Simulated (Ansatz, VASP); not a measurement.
**Two plane-wave programs on W**

INCAR

```
AGGAC = 1.0
AGGAX = 1.0
ALDAC = 0.0
ALDAX = 1.0
ALGO = Normal
EDIFF = 1E-6
ENCUT = 520
GGA = B5
ISIF = 2
ISMEAR = -1
LASPH = True
LCHARG = False
LREAL = False
LWAVE = False
NBANDS = 36
NELM = 60
PREC = Accurate
SIGMA = 0.1
```

KPOINTS

```
k-points
0
Gamma
  14 14 4
```

Contents of POSCAR:

```
W
1.0
    2.7347774713      0.0000000000      0.0000000000
   -1.3673887357      2.3683867638      0.0000000000
    0.0000000000      0.0000000000      9.7092871841
W
4
Direct
    1.0000000000      0.0000000000      0.0000000000
    1.0000000000      0.0000000000      0.5000000000
    0.3333333333      0.6666666667      0.2500000000
    0.6666666667      0.3333333333      0.7500000000
```

Input for Ansatz:

```yaml
crystal:
  lattice:
    - [2.7347774713, 0.0, 0.0]
    - [-1.3673887357, 2.3683867638, 0.0]
    - [0.0, 0.0, 9.7092871841]
  atoms:
    - { symbol: W, position: [1.0, 0.0, 0.0] }
    - { symbol: W, position: [1.0, 0.0, 0.5] }
    - { symbol: W, position: [0.3333333333, 0.6666666667, 0.25] }
    - { symbol: W, position: [0.6666666667, 0.3333333333, 0.75] }
hamiltonian:
  xc: blyp
  pseudopotentials:
    kind: paw
    azcp:
      W: "pseudopotentials/W.paw.azcp"
basis:
  ecutwfc: 420
  fft_grid_basis: typed
kpoints:
  mp_grid: { grid: [14, 14, 4], shift: [0, 0, 0] }
magnetization:
  spin_polarized: false
scf:
  occupations: { method: fermi_dirac, width: 0.1 }
  lower_state_search: "off"
output:
  stress: true
```

Alike in both runs: task single point; functional BLYP; k mesh 14 × 14 × 4; occupations fermi-dirac, width 0.1 eV; no spin polarisation.

```csv
,VASP,Ansatz
version,VASP 6.6.1,Ansatz 0.2.0
potentials or method,"VASP PAW PBE potentials, release 64 (W_sv), cutoff 520 eV","plane waves (420 eV) with PAW, scalar-relativistic"
valence electrons in the cell,56,56
```

```csv
,VASP,Ansatz,Ansatz less VASP
pressure (GPa),27.3,25.3,-1.99
"traceless stress, the component that is largest in VASP (GPa)",-4.03,-3.63,+0.402
```

VASP's potentials were made for PBE, not for BLYP. The functional is the same, so the differences come from potentials, cutoffs and numerics.

Neither program's run includes spin-orbit coupling.
